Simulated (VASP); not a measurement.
A run of VASP 6.6.1:

Contents of INCAR:

```
PREC = Accurate ; ENCUT = 700
EDIFF = 1E-6 ; ISMEAR = 0
SIGMA = 0.1 ; LREAL = F
LASPH = T ; NELM = 200
ALGO = Normal ; ISIF = 2
LWAVE = F ; LCHARG = F
ISPIN = 2 ; MAGMOM = 3.76 0.37
LORBIT = 11 ; LMAXMIX = 4
GGA = PS ; NBANDS = 22
GGA_COMPAT = F
```

KPOINTS

```
Automatic mesh
0
Gamma
  18 18 18
```

File POSCAR:

```
FeO
1.0
    1.4701985141      0.8488195079      2.4019648552
   -1.4701985141      0.8488195079      2.4019648552
    0.0000000000     -1.6976390158      2.4019648552
Fe O
1 1
Direct
    0.0000000000      0.0000000000      0.0000000000
    0.5000000000      0.5000000000      0.5000000000
```

Potentials or basis: VASP PAW PBE potentials, release 64 (Fe_sv, O).

The run is started by

```bash
$ cat potpaw_PBE.64/Fe_sv/POTCAR potpaw_PBE.64/O/POTCAR > POTCAR
$ mpirun -np 1 vasp_std > vasp.out
```

Hardware: 1 thread of Intel(R) Xeon(R) 6975P-C (Granite Rapids), with other jobs on the host.

How long does it take, and how much memory?

Wall time 6.2 min on 1 thread of Intel(R) Xeon(R) 6975P-C (Granite Rapids), with other jobs on the host, peak memory 0.58 GiB. Counts: scf iterations 15, k points 580.
